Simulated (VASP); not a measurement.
Write the native input for VASP 6.6.1 that does the following.

```
Task                   : single point
Functional             : LDA
Potentials or basis    : VASP PAW LDA potentials, release 64 (Na_pv, Cl)
Cutoff                 : 520 eV
k mesh                 : 8 × 8 × 8
Occupations            : gaussian, width 0.01 eV
Spin                   : no spin polarisation
Dipole correction      : no
Further INCAR settings : ALGO = Normal; EDIFF = 1e-07; NBANDS = 14
```

The structure of NaCl lies in POSCAR:

```
NaCl
1.0
    0.0000000000      2.6826304758      2.6826304758
    2.6826304758      0.0000000000      2.6826304758
    2.6826304758      2.6826304758      0.0000000000
Na Cl
1 1
Direct
    0.0000000000      0.0000000000      0.0000000000
    0.5000000000      0.5000000000      0.5000000000
```

These files were run (other wordings do the same):

INCAR

```
ALGO     = Normal         # electronic algorithm
EDIFF    = 1E-7           # SCF threshold, eV
ENCUT    = 520            # plane-wave cutoff, eV
GGA      = CA             # functional
ISIF     = 2              # what is computed and relaxed
ISMEAR   = 0              # smearing method
LASPH    = T              # aspherical terms in the spheres
LCHARG   = T              # write CHGCAR
LELF     = T              # ELF
LREAL    = F              # projectors in reciprocal space
LVHAR    = T            
LWAVE    = F              # write WAVECAR
NBANDS   = 14             # bands
NELM     = 60             # most SCF steps
PREC     = Accurate       # precision mode
SIGMA    = 0.01           # smearing width, eV
```

KPOINTS

```
k-points
0
Gamma
  8 8 8
```

Potentials or basis: VASP PAW LDA potentials, release 64 (Na_pv, Cl).

Run with:

```bash
$ cat potpaw_LDA.64/Na_pv/POTCAR potpaw_LDA.64/Cl/POTCAR > POTCAR
$ mpirun -np 1 vasp_std > vasp.out
```

It gave:

| Quantity | Value |
| --- | --- |
| Pressure | 2.0 GPa |
| Band gap on the k mesh | 5.33 eV, direct |

Run time: 13 s on 1 thread of Intel(R) Xeon(R) Platinum 8259CL CPU @ 2.50GHz (Skylake/Cascade Lake), on a shared host, peak memory 0.13 GiB.
